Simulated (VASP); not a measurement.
# Hg (P6_3/mmc) in VASP: a series of runs

Hg is run at these levels: PBEsol+D3(BJ); tasks: single point.

All numbers are computed with VASP 6.6.1; they aren't measurements. Logs are shortened: lines on timing, memory, paths and dates and some standing lists are left out, and cuts for length are marked.

### Step 1. The cell of the first run

The structure is hexagonal, space group P6_3/mmc (No. 194). The conventional cell has a = 3.152 Å, b = 3.152 Å, c = 5.366 Å, α = 90.00°, β = 90.00°, γ = 120.00°. Within 4.1 Å of Hg (site symmetry -6m2) lie 12 Hg at 3.15 to 3.24 Å.

### Step 2. Single point, PBEsol+D3(BJ) (23.08 Å³/atom)

INCAR

```
ALGO = Fast
EDIFF = 1E-6
ENCUT = 520
GGA = PS
ISIF = 2
ISMEAR = 0
IVDW = 12
LASPH = True
LCHARG = False
LREAL = False
LWAVE = False
NBANDS = 19
NELM = 80
PREC = Accurate
SIGMA = 0.15
```

KPOINTS

```
k-points
0
Gamma
  18 18 10
```

POSCAR

```
Hg
1.0
    3.1520997157      0.0000000000      0.0000000000
   -1.5760498579      2.7297984291      0.0000000000
    0.0000000000      0.0000000000      5.3655041361
Hg
2
Direct
    0.6666666667      0.3333333333      0.7500000000
    0.3333333333      0.6666666667      0.2500000000
```

Potentials or basis: VASP PAW PBE potentials, release 64 (Hg).

Run with:

```sh
$ cat potpaw_PBE.64/Hg/POTCAR > POTCAR
$ mpirun -np 1 vasp_std > vasp.out
```

OUTCAR:

```text
EDIFF = 1E-6
   ENCUT = 520
   GGA = PS
   ISIF = 2
   ISMEAR = 0
   IVDW = 12
   LASPH = True
   LREAL = False
   NELM = 80
   PREC = Accurate
 IVDW          = 12

 ion  position               nearest neighbor table
   1  0.667  0.333  0.750-   2 3.24   2 3.24   2 3.24   2 3.24   2 3.24   2 3.24
   2  0.333  0.667  0.250-   1 3.24   1 3.24   1 3.24   1 3.24   1 3.24   1 3.24

  LATTYP: Found a hexagonal cell.
 ALAT       =     3.1520997157
 C/A-ratio  =     1.7022000000

  Lattice vectors:

 A1 = (   3.1520997157,   0.0000000000,   0.0000000000)
 A2 = (  -1.5760498579,   2.7297984291,   0.0000000000)
 A3 = (   0.0000000000,   0.0000000000,   5.3655041361)

Analysis of symmetry for initial positions (statically):
=====================================================================
 Subroutine PRICEL returns:
 Original cell was already a primitive cell.

 Routine SETGRP: Setting up the symmetry group for a
 hexagonal supercell.

 Subroutine GETGRP returns: Found 24 space group operations
 (whereof 12 operations were pure point group operations)
 out of a pool of 24 trial point group operations.

The static configuration has the point symmetry D_3d.
 The point group associated with its full space group is D_6h.

Analysis of symmetry for dynamics (positions and initial velocities):
=====================================================================
 Subroutine PRICEL returns:
 Original cell was already a primitive cell.

 Routine SETGRP: Setting up the symmetry group for a
 hexagonal supercell.

 Subroutine GETGRP returns: Found 24 space group operations
 (whereof 12 operations were pure point group operations)
 out of a pool of 24 trial point group operations.

The dynamic configuration has the point symmetry D_3d.
 The point group associated with its full space group is D_6h.

 Subroutine INISYM returns: Found 24 space group operations
 (whereof 12 operations are pure point group operations),
 and found     1 'primitive' translations

----------------------------------------------------------------------------------------

                                     Primitive cell

  volume of cell :      46.1680

[... 81 lines left out ...]
   ICHARG =      2    charge: 1-file 2-atom 10-const
   ISPIN  =      1    spin polarized calculation?
   LNONCOLLINEAR =      F non collinear calculations
   LSORBIT =      F    spin-orbit coupling
   LASPH  =      T    aspherical Exc in radial PAW
   ENCUT  =  520.0 eV  38.22 Ry    6.18 a.u.   5.86  5.86  9.98*2*pi/ulx,y,z
   NELM   =     80;   NELMIN=  2; NELMDL= -5     # of ELM steps
   EDIFF  = 0.1E-05   stopping-criterion for ELM
   LREAL  =      F    real-space projection
   EDIFFG = 0.1E-04   stopping-criterion for IOM
   NSW    =      0    number of steps for IOM
   IBRION =     -1    ionic relax: 0-MD 1-quasi-New 2-CG
   NFREE  =      0    steps in history (QN), initial steepest desc. (CG)
   ISIF   =      2    stress and relaxation
   ISYM   =      2    0-nonsym 1-usesym 2-fastsym
   POTIM  = 0.5000    time-step for ionic-motion
   TEBEG  =    0.0;   TEEND  =   0.0 temperature during run
   PSTRESS=    0.0 pullay stress
   NELECT =      24.0000    total number of electrons
   NUPDOWN=      -1.0000    fix difference up-down
   EMIN   =  10.00;   EMAX   =-10.00  energy-range for DOS
   EFERMI =   0.00;   METHOD = LEGACY
   ISMEAR =     0;   SIGMA  =   0.15  broadening in eV -4-tet -1-fermi 0-gaus
   EFERMI_NEDOS =   21; number of points for ismear=-14 and -15
   IALGO  =     68    algorithm
   IMIX   =      4    mixing-type and parameters
     AMIX     =   0.40;   BMIX     =  1.00
     AMIX_MAG =   1.60;   BMIX_MAG =  1.00
  volume/ion in A,a.u.               =      23.08       155.78
  Fermi-wavevector in a.u.,A,eV,Ry     =   1.316330  2.487504 23.575162  1.732726
  Thomas-Fermi vector in A             =   2.446450
   LORBIT       =      0    0 simple, 1 ext, 2 COOP (PROOUT), +10 PAW based schemes
   GGA     = PS    functional components
   LHFCALC =     F    Hartree Fock is set to
   AEXX    =    0.0000 exact exchange contribution
   IVDW    =    12    specifies the selected vdW correction
   LEPSILON=     F    determine dielectric tensor
   LRPA    =     F    only Hartree local field effects (RPA)
 non-spin polarized calculation
 RMM-DIIS sequential band-by-band and
 Gauss-broadening in eV      SIGMA  =   0.15
  energy-cutoff  :      520.00
  volume of cell :       46.17
 maximum number of plane-waves:      1273
 NGX is ok and might be reduce to    24
   NGX = 11   NGY = 11   NGZ = 19

 number of electron      24.0000008 magnetization

 Free energy of the ion-electron system (eV)
  ---------------------------------------------------
  ext. energy  EPLUGINS =         0.00000000
  ---------------------------------------------------
  free energy    TOTEN  =        -1.07958495 eV

  energy without entropy =       -1.07007380  energy(sigma->0) =       -1.07482937

 E-fermi :   2.5799     XC(G=0): -11.1733

 val. band max:        2.5520157278   @ k =   0.4444   0.0556   0.3000
 cond. band min:       2.5914521491   @ k =   0.3889   0.0000   0.0000
 fundamental gap:      0.0394364214
 Fermi energy:         2.5799150327

 k-point     1 :       0.0000    0.0000    0.0000
  band No.  band energies     occupation
      1      -6.5576      2.00000
      2      -5.4608      2.00000
      3      -4.4390      2.00000
      4      -4.2635      2.00000
      5      -4.2635      2.00000
      6      -4.1420      2.00000
[... 505 lines left out ...]
      6      -3.9654      2.00000
[... 11 lines left out ...]
     18      13.7835      0.00000
     19      14.7312      0.00000

 [... further k-points ...]

------------------------ aborting loop because EDIFF is reached ----------------------------------------

 Edisp (eV)   -0.86496

 E8    (eV) :    -0.5866

  FORCE on cell =-STRESS in cart. coord.  units (eV):
  Direction    XX          YY          ZZ          XY          YZ          ZX
  --------------------------------------------------------------------------------------
  -------------------------------------------------------------------------------------
  Total      -0.54217    -0.54217    -0.61334     0.00000     0.00000     0.00000
  in kB     -18.81517   -18.81517   -21.28496     0.00000     0.00000     0.00000
  external pressure =      -19.64 kB  Pullay stress =        0.00 kB

 VOLUME and BASIS-vectors are now :
 -----------------------------------------------------------------------------
  energy-cutoff  :      520.00
  volume of cell :       46.17
      direct lattice vectors                 reciprocal lattice vectors
     3.152099716  0.000000000  0.000000000     0.317248847  0.183163707  0.000000000
    -1.576049858  2.729798429  0.000000000     0.000000000  0.366327414  0.000000000
     0.000000000  0.000000000  5.365504136     0.000000000  0.000000000  0.186375777

 POSITION                                       TOTAL-FORCE (eV/Angst)
 -----------------------------------------------------------------------------------
      1.57605      0.90993      4.02413         0.000000      0.000000      0.000000
     -0.00000      1.81987      1.34138        -0.000000     -0.000000      0.000000
 -----------------------------------------------------------------------------------
    total drift:                               -0.000000      0.000000     -0.000000

  FREE ENERGIE OF THE ION-ELECTRON SYSTEM (eV)
  ---------------------------------------------------
  free  energy   TOTEN  =        -1.9445412356 eV

  energy  without entropy=       -1.9350300798  energy(sigma->0) =       -1.93978566
```

OSZICAR:

```text
N       E                     dE             d eps       ncg     rms          rms(c)
DAV:   1     0.181242354131E+03    0.18124E+03   -0.12579E+04  8436   0.124E+03
DAV:   2     0.299052132286E+01   -0.17825E+03   -0.17028E+03  8876   0.320E+02
DAV:   3    -0.118159584340E+01   -0.41721E+01   -0.41527E+01  9601   0.537E+01
DAV:   4    -0.118854778620E+01   -0.69519E-02   -0.69502E-02  9237   0.208E+00
DAV:   5    -0.118855686191E+01   -0.90757E-05   -0.90756E-05  9345   0.752E-02    0.556E+00
RMM:   6    -0.108952144527E+01    0.99035E-01   -0.20239E-01  8477   0.378E+00    0.419E+00
RMM:   7    -0.108051194286E+01    0.90095E-02   -0.33797E-02  8714   0.123E+00    0.158E+00
RMM:   8    -0.107955478825E+01    0.95715E-03   -0.44529E-03  8887   0.796E-01    0.999E-02
RMM:   9    -0.107957528136E+01   -0.20493E-04   -0.12833E-04  9296   0.108E-01    0.479E-02
RMM:  10    -0.107958507512E+01   -0.97938E-05   -0.34650E-05  9102   0.729E-02    0.701E-03
RMM:  11    -0.107958495139E+01    0.12373E-06   -0.32490E-06  8240   0.163E-02
   1 F= -.19445412E+01 E0= -.19397857E+01  d E =-.951116E-02
```

stdout:

```text
POSCAR found type information on POSCAR Hg
 POSCAR found :  1 types and       2 ions
 scaLAPACK will be used
 -----------------------------------------------------------------------------
|                                                                             |
|                                                                             |
|     You enforced a specific xc type in the INCAR file but a different       |
|     I HOPE YOU KNOW WHAT YOU ARE DOING!                                     |
|                                                                             |
 -----------------------------------------------------------------------------

 LDA part: xc-table for (Slater+PW92), standard interpolation
 POSCAR, INCAR and KPOINTS ok, starting setup
 FFT: planning ... GRIDC
 FFT: planning ... GRID_SOFT
 FFT: planning ... GRID
 WAVECAR not read
 entering main loop
```

Run time: 2.7 min. Hardware: 1 thread of Intel Xeon 8259CL, shared host; peak memory 0.29 GiB.

What came out:

```yaml
Free_energy: -1.9445 eV
Pressure: -2.0 GPa
Band_gap_on_the_k_mesh: zero (bands 12 and 13 overlap by 2.11 eV)
Dispersion_energy_per_atom: -0.432 eV
```

Levels at points of the mesh, in eV from the Fermi level:
| k point | band 10 | band 11 | band 12 | band 13 | band 14 | band 15 |
| --- | --- | --- | --- | --- | --- | --- |
| (0.00, 0.00, 0.00) | -5.76 | -5.76 | -1.86 | -1.80 | 13.43 | 13.50 |
| (0.50, 0.00, 0.00) | -5.51 | -2.04 | -2.04 | 2.65 | 2.74 | 4.06 |
| (0.00, 0.00, 0.50) | -5.98 | -5.98 | -5.98 | 6.05 | 6.05 | 13.77 |
| (0.50, 0.00, 0.50) | -5.54 | -1.12 | -1.12 | -0.21 | -0.21 | 9.50 |

Caveat: the PAW data sets were made with another functional, which shifts forces and pressure a little; spin-orbit coupling is left out, which moves the levels of the heavy elements.

### Step 3. Single point, PBEsol+D3(BJ) (23.52 Å³/atom)

This run uses another cell than the first one, of 23.52 Å³/atom.

INCAR

```
SYSTEM = Hg
PREC = Accurate
ENCUT = 520
EDIFF = 1E-6
ISMEAR = 0
SIGMA = 0.15
LREAL = .False.
LASPH = .True.
NELM = 80
ALGO = Fast
ISIF = 2
LWAVE = .False.
LCHARG = .False.
GGA = PS
IVDW = 12
NBANDS = 19
```

KPOINTS

```
Automatic mesh
0
Gamma
  18 18 10
  0 0 0
```

POSCAR

```
Hg
1.0
    3.1506933753      0.0000000000      0.0000000000
   -1.5753466876      2.7285805025      0.0000000000
    0.0000000000      0.0000000000      5.4714941155
Hg
2
Direct
    0.6666666667      0.3333333333      0.7500000000
    0.3333333333      0.6666666667      0.2500000000
```

Potentials or basis: VASP PAW PBE potentials, release 64 (Hg).

Run with:

```sh
$ cat potpaw_PBE.64/Hg/POTCAR > POTCAR
$ mpirun -np 1 vasp_std > vasp.out
```

Run time: 2.7 min. Hardware: 1 thread of Intel Xeon 8259CL, shared host; peak memory 0.29 GiB.

It converged, with:

| Quantity | Value |
| --- | --- |
| Free energy | -1.9312 eV |
| Pressure | -2.6 GPa |
| Band gap on the k mesh | zero (bands 12 and 13 overlap by 2.06 eV) |
| Dispersion energy per atom | -0.424 eV |

Stress tensor (GPa, compression positive):
```
-2.43  0.00  0.00
 0.00 -2.43  0.00
 0.00  0.00 -2.90
```

Levels at points of the mesh, in eV from the Fermi level:
| k point | band 9 | band 10 | band 11 | band 12 | band 13 | band 14 | band 15 | band 16 |
| --- | --- | --- | --- | --- | --- | --- | --- | --- |
| (0.00, 0.00, 0.00) | -6.26 | -5.73 | -5.73 | -2.09 | -1.78 | 12.81 | 13.62 | 13.66 |
| (0.50, 0.00, 0.00) | -5.52 | -5.46 | -1.94 | -1.91 | 2.48 | 2.60 | 4.02 | 7.05 |
| (0.00, 0.00, 0.50) | -5.93 | -5.93 | -5.93 | -5.93 | 5.64 | 5.64 | 13.89 | 13.89 |
| (0.50, 0.00, 0.50) | -5.49 | -5.49 | -1.03 | -1.03 | -0.19 | -0.19 | 9.17 | 9.17 |

Caveat: the PAW data sets were made with another functional, which shifts forces and pressure a little; spin-orbit coupling is left out, which moves the levels of the heavy elements.

### Step 4. Single point, PBEsol+D3(BJ) (23.52 Å³/atom)

This run uses another cell than the first one, of 23.52 Å³/atom.

INCAR

```
SYSTEM = Hg
  ALGO = Fast
  EDIFF = 1E-6
  ENCUT = 520
  GGA = PS
  ISIF = 2
  ISMEAR = 0
  IVDW = 12
  LASPH = .True.
  LCHARG = .False.
  LREAL = .False.
  LWAVE = .False.
  NBANDS = 19
  NELM = 80
  PREC = Accurate
  SIGMA = 0.15
```

KPOINTS

```
k-points
0
Gamma
  18 18 10
  0 0 0
```

POSCAR

```
Hg
1.0
    3.3236910907      0.0000000000      0.0000000000
   -1.6618455453      2.8784009189      0.0000000000
    0.0000000000      0.0000000000      4.9167362304
Hg
2
Direct
    0.6666666667      0.3333333333      0.7500000000
    0.3333333333      0.6666666667      0.2500000000
```

Run with:

```sh
$ cat potpaw_PBE.64/Hg/POTCAR > POTCAR
$ mpirun -np 1 vasp_std > vasp.out
```

Run time: 4 min. Hardware: 1 thread of Intel Xeon 8259CL, shared host; peak memory 0.3 GiB.

Results (log left out):

```
Free energy                : -1.9385 eV
Pressure                   : -2.4 GPa
Band gap on the k mesh     : zero (bands 12 and 13 overlap by 1.11 eV)
Dispersion energy per atom : -0.424 eV
```

Stress tensor (GPa, compression positive):
```
-2.32  0.00  0.00
 0.00 -2.32  0.00
 0.00  0.00 -2.55
```

Levels at points of the mesh, in eV from the Fermi level:
```
           k point  band 10  band 11  band 12  band 13  band 14  band 15
(0.00, 0.00, 0.00)    -5.73    -5.73    -1.02    -0.37    11.32    11.32
(0.50, 0.00, 0.00)    -5.52    -2.80    -2.58     3.45     3.84     4.38
(0.00, 0.00, 0.50)    -5.95    -5.95    -5.95     8.61     8.61    12.56
(0.50, 0.00, 0.50)    -5.75    -1.51    -1.51    -0.22    -0.22     8.73
```

Caveat: the PAW data sets were made with another functional, which shifts forces and pressure a little; spin-orbit coupling is left out, which moves the levels of the heavy elements.

### Step 5. Single point, PBEsol+D3(BJ) (23.52 Å³/atom)

This run uses another cell than the first one, of 23.52 Å³/atom.

INCAR

```
SYSTEM = Hg
PREC = Accurate
ENCUT = 520
EDIFF = 1E-7
ISMEAR = 0
SIGMA = 0.15
LREAL = .False.
LASPH = .True.
NELM = 60
ALGO = Fast
ISIF = 2
LWAVE = .False.
LCHARG = .False.
GGA = PS
IVDW = 12
NBANDS = 19
```

KPOINTS

```
regular mesh
0
Gamma
  18 18 10
  0 0 0
```

POSCAR

```
Hg
1.0
    3.2795780189      0.0000000000      0.0000000000
   -1.6397890095      2.8401978781      0.0000000000
    0.0000000000      0.0000000000      5.0498942335
Hg
2
Direct
    0.6666666667      0.3333333333      0.7500000000
    0.3333333333      0.6666666667      0.2500000000
```

Run with:

```sh
$ cat potpaw_PBE.64/Hg/POTCAR > POTCAR
$ mpirun -np 1 vasp_std > vasp.out
```

Run time: 2.9 min. Hardware: 1 thread of Intel Xeon 8259CL, shared host; peak memory 0.29 GiB.

The run converged. Its results:

```
Free energy                : -1.9383 eV
Pressure                   : -2.4 GPa
Band gap on the k mesh     : zero (bands 12 and 13 overlap by 1.12 eV)
Dispersion energy per atom : -0.424 eV
```

Levels at points of the mesh, in eV from the Fermi level:
```
           k point  band 8  band 9  band 10  band 11  band 12  band 13  band 14  band 15  band 16  band 17
(0.00, 0.00, 0.00)   -6.53   -6.53    -5.69    -5.69    -1.21    -0.79    11.91    11.91    12.74    14.36
(0.50, 0.00, 0.00)   -5.74   -5.61    -5.52    -2.55    -2.38     3.21     3.54     4.29     6.52     7.50
(0.00, 0.00, 0.50)   -6.40   -5.91    -5.91    -5.91    -5.91     7.85     7.85    12.99    12.99    13.07
(0.50, 0.00, 0.50)   -5.69   -5.65    -5.65    -1.36    -1.36    -0.19    -0.19     8.99     8.99    10.63
```

Caveat: the PAW data sets were made with another functional, which shifts forces and pressure a little; spin-orbit coupling is left out, which moves the levels of the heavy elements.

### Step 6. Single point, PBEsol+D3(BJ) (23.52 Å³/atom)

This run uses another cell than the first one, of 23.52 Å³/atom.

INCAR

```
PREC = Accurate
ENCUT = 520
EDIFF = 1E-7
ISMEAR = 0
SIGMA = 0.15
LREAL = False
LASPH = True
NELM = 100
ALGO = Fast
ISIF = 2
LWAVE = False
LCHARG = False
GGA = PS
IVDW = 12
NBANDS = 19
```

KPOINTS

```
regular mesh
0
Gamma
  18 18 10
```

POSCAR

```
Hg
1.0
    3.1930521500      0.0000000000      0.0000000000
   -1.5965260750      2.7652642775      0.0000000000
    0.0000000000      0.0000000000      5.3272882070
Hg
2
Direct
    0.6666666667      0.3333333333      0.7500000000
    0.3333333333      0.6666666667      0.2500000000
```

Potentials or basis: VASP PAW PBE potentials, release 64 (Hg).

Run with:

```sh
$ cat potpaw_PBE.64/Hg/POTCAR > POTCAR
$ mpirun -np 1 vasp_std > vasp.out
```

It took 2.5 min on 1 thread of Intel Xeon 8259CL, shared host; peak memory 0.29 GiB.

It converged, with:

- Free energy: -1.9339 eV
- Pressure: -2.5 GPa
- Band gap on the k mesh: zero (bands 12 and 13 overlap by 1.85 eV)
- Dispersion energy per atom: -0.424 eV

Stress tensor (GPa, compression positive):
```
-2.35  0.00  0.00
 0.00 -2.35  0.00
 0.00  0.00 -2.71
```

Levels at points of the mesh, in eV from the Fermi level:
| k point | band 8 | band 9 | band 10 | band 11 | band 12 | band 13 | band 14 | band 15 | band 16 | band 17 |
| --- | --- | --- | --- | --- | --- | --- | --- | --- | --- | --- |
| (0.00, 0.00, 0.00) | -6.31 | -6.31 | -5.69 | -5.69 | -1.64 | -1.58 | 13.09 | 13.09 | 13.35 | 13.91 |
| (0.50, 0.00, 0.00) | -5.60 | -5.56 | -5.48 | -2.12 | -2.04 | 2.73 | 2.92 | 4.12 | 7.22 | 7.35 |
| (0.00, 0.00, 0.50) | -6.43 | -5.90 | -5.90 | -5.90 | -5.90 | 6.37 | 6.37 | 13.62 | 13.62 | 14.09 |
| (0.50, 0.00, 0.50) | -5.67 | -5.51 | -5.51 | -1.11 | -1.11 | -0.18 | -0.18 | 9.49 | 9.49 | 9.68 |

Caveat: the PAW data sets were made with another functional, which shifts forces and pressure a little; spin-orbit coupling is left out, which moves the levels of the heavy elements.

### Step 7. Summary

| cell | further INCAR settings | gap on the mesh (eV) | pressure (GPa) |
| --- | --- | --- | --- |
| a = 3.152, b = 3.152, c = 5.366 Å, angles 90.0, 90.0, 120.0°, 2 atoms | ALGO = Fast; EDIFF = 1e-06; NBANDS = 19 | none | -2.0 |
| a = 3.151, b = 3.151, c = 5.471 Å, angles 90.0, 90.0, 120.0°, 2 atoms | ALGO = Fast; EDIFF = 1e-06; NBANDS = 19 | none | -2.6 |
| a = 3.324, b = 3.324, c = 4.917 Å, angles 90.0, 90.0, 120.0°, 2 atoms | ALGO = Fast; EDIFF = 1e-06; NBANDS = 19 | none | -2.4 |
| a = 3.280, b = 3.280, c = 5.050 Å, angles 90.0, 90.0, 120.0°, 2 atoms | ALGO = Fast; EDIFF = 1e-07; NBANDS = 19 | none | -2.4 |
| a = 3.193, b = 3.193, c = 5.327 Å, angles 90.0, 90.0, 120.0°, 2 atoms | ALGO = Fast; EDIFF = 1e-07; NBANDS = 19 | none | -2.5 |

Alike in all rows: task single point; level PBEsol+D3(BJ); potentials or basis VASP PAW PBE potentials, release 64 (Hg); no spin polarisation; k mesh 18 × 18 × 10; cutoff (eV) 520; smearing gaussian 0.15 eV.

Caveats: the PAW data sets were made with another functional, which shifts forces and pressure a little; spin-orbit coupling is left out, which moves the levels of the heavy elements.

Absolute energies hang on the potentials; compare differences alone.
